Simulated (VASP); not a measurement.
Wanted: the native input for a VASP 6.6.1 run.

```yaml
Task: single point
Functional: r2SCAN
Potentials_or_basis: VASP PAW PBE potentials, release 64 (W_sv, S)
Cutoff: 520 eV
k_mesh: 3 × 3 × 2
Occupations: fermi-dirac, width 0.039 eV
Spin: no spin polarisation
Dipole_correction: no
Further_INCAR_settings: ALGO = Normal; EDIFF = 1e-06; NBANDS = 64
```

WS2:

```
W S
1.0
     6.45753    0.00000    0.00000
    -3.22876    5.59238    0.00000
     0.00000    0.00000    5.99365
W S
4 8
Direct
  0.00757 0.03107 0.99511
  0.98222 0.46886 0.01340
  0.49843 0.01005 0.98212
  0.48649 0.48062 0.00388
  0.17222 0.34320 0.26858
  0.31737 0.14735 0.72429
  0.15349 0.83579 0.24331
  0.31976 0.65089 0.76538
  0.63028 0.31122 0.25426
  0.82383 0.17212 0.72395
  0.64775 0.81756 0.23249
  0.83757 0.67610 0.77474
```

One way to write it, as run:

POSCAR

```
WS2
1.0
    6.4575288123      0.0000000001      0.0000000000
   -3.2287644062      5.5923839971      0.0000000000
    0.0000000000      0.0000000000      5.9936451124
W S
4 8
Direct
    0.0075704522      0.0310674303     -0.0048878436
   -0.0177818484      0.4688630111      0.0133971896
    0.4984293676      0.0100468780     -0.0178811054
    0.4864916247      0.4806240060      0.0038822786
    0.1722209830      0.3432037215      0.2685808001
    0.3173668427      0.1473534365      0.7242884620
    0.1534889113      0.8357897102      0.2433133715
    0.3197619700      0.6508855618      0.7653811519
    0.6302757465      0.3112248731      0.2542551271
    0.8238313242      0.1721226583      0.7239541078
    0.6477467834      0.8175602752      0.2324865710
    0.8375685125      0.6761025355      0.7747360601
```

INCAR.step1

```
SYSTEM = WS2
  PREC = Accurate
  ENCUT = 520
  ISMEAR = -1
  SIGMA = 0.039
  LREAL = .FALSE.
  LASPH = .TRUE.
  NELM = 60
  NBANDS = 64
  GGA = PE
  ALGO = Normal
  EDIFF = 1E-4
  LWAVE = .TRUE.
  LCHARG = .FALSE.
```

INCAR.step2

```
SYSTEM = WS2
  PREC = Accurate
  ENCUT = 520
  EDIFF = 1E-6
  ISMEAR = -1
  SIGMA = 0.039
  LREAL = .FALSE.
  LASPH = .TRUE.
  NELM = 60
  ALGO = Normal
  ISIF = 2
  LWAVE = .FALSE.
  LCHARG = .TRUE.
  METAGGA = R2SCAN
  LMIXTAU = .TRUE.
  LELF = .TRUE.
  LVHAR = .TRUE.
  NBANDS = 64
  ISTART = 1
```

KPOINTS

```
Automatic mesh
0
G
  3 3 2
  0 0 0
```

Potentials or basis: VASP PAW PBE potentials, release 64 (W_sv, S).

Command:

```bash
$ cat potpaw_PBE.64/W_sv/POTCAR potpaw_PBE.64/S/POTCAR > POTCAR
$ cp INCAR.step1 INCAR
$ mpirun -np 1 vasp_std > vasp.out
$ cp INCAR.step2 INCAR
$ mpirun -np 1 vasp_std > vasp.out
```

Results of the run:

| Quantity | Value |
| --- | --- |
| Pressure | 5.0 GPa |
| Largest force | 2.755 eV/Å |
| Band gap on the k mesh | zero (bands 52 and 53 overlap by 0.30 eV) |

Caveat: the k points lie up to 0.52 Å⁻¹ apart; the atoms stand as in a frame of molecular dynamics; the PAW data sets were made with another functional, which shifts forces and pressure a little; spin-orbit coupling is left out, which moves the levels of the heavy elements.

Wall time 4.8 min on 1 thread of Intel(R) Xeon(R) Platinum 8488C (Sapphire Rapids), on a shared host, peak memory 0.39 GiB.
